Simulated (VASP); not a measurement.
**Ta16C: single point with PBE**

System: Ta16C, a slab with vacuum.

```
Ta C
1.0
     6.63793    0.00000    0.00000
     0.00000    6.63793    0.00000
     0.00000    0.00000   20.29966
Ta C
16 1
Direct
  0.25000 0.25000 0.19705
  0.25000 0.75000 0.19705
  0.75000 0.25000 0.19705
  0.75000 0.75000 0.19705
  0.00000 0.00000 0.27880
  0.00000 0.50000 0.27880
  0.50000 0.00000 0.27880
  0.50000 0.50000 0.27880
  0.25000 0.25000 0.35991
  0.25000 0.75000 0.35991
  0.75000 0.25000 0.35991
  0.75000 0.75000 0.35991
  0.00000 0.00000 0.43349
  0.00000 0.50000 0.43349
  0.50000 0.00000 0.43349
  0.50000 0.50000 0.43349
  0.18750 0.18750 0.46888
```

```json
{
 "Program": "VASP 6.6.1",
 "Task": "single point",
 "Functional": "PBE",
 "Potentials or basis": "VASP PAW PBE potentials, release 64 (Ta_pv, C)",
 "Cutoff": "520 eV",
 "k mesh": "4 × 4 × 1",
 "Occupations": "gaussian, width 0.1 eV",
 "Spin": "no spin polarisation"
}
```

* Largest force: 3.545 eV/Å
* Band gap on the k mesh: zero (bands 90 and 91 overlap by 0.65 eV)

Forces in eV/Å, atoms in the order of the input:
```
Ta   0.064  0.064  1.060
Ta  -0.003 -0.027  0.917
Ta  -0.027 -0.003  0.917
Ta   0.039  0.039  0.934
Ta  -0.003 -0.003 -1.205
Ta   0.004 -0.035 -0.894
Ta  -0.035  0.004 -0.894
Ta   0.020  0.020 -1.021
Ta   0.368  0.368 -1.577
Ta   0.279 -0.481 -0.254
Ta  -0.481  0.279 -0.254
Ta  -0.217 -0.217 -0.424
Ta  -1.441 -1.441  0.643
Ta   0.364 -1.216  0.877
Ta  -1.216  0.364  0.877
Ta  -0.223 -0.223  0.243
C    2.507  2.507  0.056
```

Levels at points of the mesh, in eV from the Fermi level:
```tsv
k point	band 87	band 88	band 89	band 90	band 91	band 92	band 93	band 94
(0.00, 0.00, 0.00)	-0.04	0.02	0.08	0.19	0.23	0.37	0.41	0.42
(0.50, 0.00, 0.00)	-0.45	-0.38	-0.30	-0.25	0.03	0.25	0.32	0.35
(0.50, 0.50, 0.00)	-0.85	-0.83	-0.78	-0.60	-0.45	-0.10	-0.03	0.01
```

Run time: 27 min on 1 thread of Intel(R) Xeon(R) Platinum 8559C (Emerald Rapids), on a shared host, peak memory 1 GiB.

Caveat: spin-orbit coupling is left out, which moves the levels of the heavy elements.
